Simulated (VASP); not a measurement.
A run of VASP 6.6.1:

The input POSCAR:

```
Al7GaN8
1.0
    0.0000000000      0.0000000000     -5.0093664931
   -3.1152700444      5.3958059961      0.0000000000
    6.2305400887      0.0000000000      0.0000000000
Al Ga N
7 1 8
Direct
    0.5028014328      0.1662004499      0.3331002250
    0.5028014328      0.6668997750      0.3331002250
    0.5028014328      0.6668997750      0.8337995501
    0.0029419445      0.3341765515      0.1683531031
    0.0033946263      0.8333333333      0.1666666667
    0.0029419445      0.3341765515      0.6658234485
    0.0029419445      0.8316468969      0.6658234485
    0.5019009251      0.1666666667      0.8333333333
    0.1232929382      0.1662524894      0.3331262447
    0.1232929382      0.6668737553      0.3331262447
    0.1111013023      0.1666666667      0.8333333333
    0.1232929382      0.6668737553      0.8337475106
    0.6246289220      0.3370463844      0.1740927689
    0.6226074336      0.8333333333      0.1666666667
    0.6246289220      0.3370463844      0.6629536156
    0.6246289220      0.8259072311      0.6629536156
```

File INCAR.step1:

```
PREC = Accurate ; ENCUT = 520
ISMEAR = 0 ; SIGMA = 0.02
LREAL = Auto ; LASPH = True
NELM = 60 ; NBANDS = 51
GGA = PE ; ALGO = Normal
EDIFF = 1E-4 ; LWAVE = True
LCHARG = False
```

INCAR.step2

```
PREC = Accurate ; ENCUT = 520
EDIFF = 1E-6 ; ISMEAR = 0
SIGMA = 0.02 ; LREAL = Auto
LASPH = True ; NELM = 60
ALGO = Normal ; ISIF = 2
LWAVE = False ; LCHARG = False
METAGGA = R2SCAN ; LMIXTAU = True
NBANDS = 51 ; ISTART = 1
```

The input KPOINTS:

```
regular mesh
0
Gamma
  6 6 6
```

Potentials or basis: VASP PAW PBE potentials, release 64 (Al, Ga_d, N).

Launch:

```console
$ cat potpaw_PBE.64/Al/POTCAR potpaw_PBE.64/Ga_d/POTCAR potpaw_PBE.64/N/POTCAR > POTCAR
$ cp INCAR.step1 INCAR
$ mpirun -np 1 vasp_std > vasp.out
$ cp INCAR.step2 INCAR
$ mpirun -np 1 vasp_std > vasp.out
```

Hardware: 1 thread of Intel(R) Xeon(R) Platinum 8481C CPU @ 2.70GHz (Sapphire Rapids), with other jobs on the host.

Task: How long does it take, and how much memory?

Result: Wall time 11 min on 1 thread of Intel(R) Xeon(R) Platinum 8481C CPU @ 2.70GHz (Sapphire Rapids), on a shared host, peak memory 0.42 GiB. Counts: k points 34.
